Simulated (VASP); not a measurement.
The system is WS.

```
W S
1.0
     2.93448    0.00000    0.00000
     0.00000    2.93448    0.00000
     0.00000    0.00000    2.93448
W S
1 1
Direct
  0.00000 0.00000 0.00000
  0.50000 0.50000 0.50000
```

| Quantity | Value |
| --- | --- |
| Program | VASP 6.6.1 |
| Task | relaxation of cell and atoms |
| Functional | PBE |
| Potentials or basis | VASP PAW PBE potentials, release 64 (W_sv, S) |
| Cutoff | 600 eV |
| k mesh | 6 × 6 × 6 |
| Occupations | gaussian, width 0.1 eV |
| Spin | collinear spin, ferrimagnetic start |
| Starting moments | [0.69, -0.13] μB |
| Hubbard terms | W d U = 6.2 eV |

At the start: pressure 33.0 GPa; volume 12.63 Å³/atom.

Problem. How do energy, volume and symmetry change on relaxing?

Solution. Over 5 steps the energy falls by 172.2 meV/atom and the volume is 15.32 Å³/atom (+21.3 %); space group Pm-3m (No. 221, to 0.05 Å); moment 1.83 μB per cell.

Step by step:
| step | energy change (eV) | largest force (eV/Å) | pressure (GPa) | volume (Å³) |
| --- | --- | --- | --- | --- |
| 1 | 0.0000 | 0.0000 | 33.02 | 25.27 |
| 2 | 0.0051 | 0.0000 | -17.54 | 36.04 |
| 3 | -0.3356 | 0.0000 | 4.16 | 29.95 |
| 4 | -0.3431 | 0.0000 | -1.46 | 30.90 |
| 5 | -0.3443 | 0.0000 | -0.05 | 30.65 |

Final structure:
```cif
data_structure
_symmetry_space_group_name_H-M 'P 1'
_symmetry_Int_Tables_number 1
_cell_length_a 3.1294
_cell_length_b 3.1294
_cell_length_c 3.1294
_cell_angle_alpha 90.000
_cell_angle_beta 90.000
_cell_angle_gamma 90.000
_cell_volume 30.65
loop_
_atom_site_label
_atom_site_type_symbol
_atom_site_fract_x
_atom_site_fract_y
_atom_site_fract_z
_atom_site_occupancy
W1 W 0.00000 0.00000 0.00000 1
S1 S 0.50000 0.50000 0.50000 1
```

Caveat: the volume moved by over 15 % at a fixed basis, so the end points are rough.
